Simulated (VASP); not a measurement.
Here is a VASP 6.6.1 calculation.

INCAR

```
PREC = Accurate
ENCUT = 520
EDIFF = 1E-7
ISMEAR = 0
SIGMA = 0.01
LREAL = False
LASPH = True
NELM = 80
ALGO = Normal
ISIF = 2
LWAVE = False
LCHARG = False
GGA = PS
NBANDS = 19
```

File KPOINTS:

```
Automatic mesh
0
Gamma
  7 7 7
```

Contents of POSCAR:

```
TiO2
1.0
    1.4770943166      0.8528013380      6.8871872441
   -1.4770943166      0.8528013380      6.8871872441
    0.0000000000     -1.7056016896      6.8871872441
Ti O
1 2
Direct
    0.0000000000      0.0000000000      0.0000000000
    0.6204670000      0.6204670000      0.6204670000
    0.3795330000      0.3795330000      0.3795330000
```

Potentials or basis: VASP PAW PBE potentials, release 64 (Ti_sv, O).

Launch:

```sh
$ cat potpaw_PBE.64/Ti_sv/POTCAR potpaw_PBE.64/O/POTCAR > POTCAR
$ mpirun -np 1 vasp_std > vasp.out
```

Estimate the largest force.

0.217 eV/Å.

What does it give for the pressure?

1.5 GPa.

Estimate the band gap on the k mesh.

2.76 eV (least direct gap 2.94 eV).

Forces in eV/Å, atoms in the order of the input:
```
Ti   0.000  0.000  0.000
O    0.000  0.000 -0.217
O    0.000  0.000  0.217
```

Caveat: the PAW data sets were made with another functional, which shifts forces and pressure a little; an odd mesh through Γ misses points on the zone boundary, where band edges can lie.
